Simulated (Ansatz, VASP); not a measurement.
# Cd in VASP and in Ansatz

```
Cd
1.0
     2.97887    0.00000    0.00000
    -1.48944    2.57978    0.00000
     0.00000    0.00000    5.44912
Cd
2
Direct
  0.33333 0.66667 0.25000
  0.66667 0.33333 0.75000
```

Change from the starting cell: zz strain of -3 %, crystal datasets.

Alike in both runs: task electric field gradients; functional PBE; k mesh 14 × 14 × 7; occupations fermi-dirac, width 0.05 eV; no spin polarisation.

|  | VASP | Ansatz |
| --- | --- | --- |
| version | VASP 6.6.1 | Ansatz 0.2.0 |
| potentials or method | VASP PAW PBE potentials, release 64 (Cd), cutoff 520 eV | all-electron PAW with datasets made for the crystal, scalar-relativistic |

Ansatz gave:

* pressure (GPa): 4.5
* traceless stress, the component that is largest in VASP (GPa): -0.78
* size of Vzz on the site where it differs most (V/Å²): 63.9

**Question.** Which values does VASP return?

**Answer.** Pressure (GPa): 4.9; traceless stress, the component that is largest in VASP (GPa): -0.92; size of Vzz on the site where it differs most (V/Å²): 67.9.

Ansatz ran all-electron here, and VASP with PAW potentials.
